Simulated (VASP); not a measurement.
Be3N2, 5 atoms in the cell. It takes space group P-3m1 (No. 164, trigonal). Conventional cell: a = 2.818 Å, b = 2.818 Å, c = 4.667 Å, α = 90.00°, β = 90.00°, γ = 120.00°. Within 2.7 Å of Be (site symmetry -3m) lie 6 N at 2.01 Å and 6 Be at 2.31 Å. Within 2.2 Å of Be (site symmetry 3m) lie 4 N at 1.69 to 1.85 Å and 3 Be at 2.14 Å. N (site symmetry 3m) has 7 Be at 1.69 to 2.01 Å within 2.2 Å. 

```yaml
Program: VASP 6.6.1
Task: single point
Functional: PBEsol
Potentials_or_basis: VASP PAW PBE potentials, release 64 (Be, N)
Cutoff: 520 eV
k_mesh: 4 × 4 × 2
Occupations: gaussian, width 0.01 eV
Spin: no spin polarisation
Dipole_correction: no
Further_INCAR_settings: ALGO = Normal; EDIFF = 1e-07; NBANDS = 16
```

Potentials or basis: VASP PAW PBE potentials, release 64 (Be, N).

Run with:

```sh
$ cat potpaw_PBE.64/Be/POTCAR potpaw_PBE.64/N/POTCAR > POTCAR
$ mpirun -np 1 vasp_std > vasp.out
```

Hardware: 1 thread of Intel Xeon 6975P-C, on a shared host.

Q: How long does it take, and how much memory?

A: Run time: 6.6 s on 1 thread of Intel Xeon 6975P-C, with other jobs on the host, peak memory 0.14 GiB. Counts: scf iterations 13, k points 8.
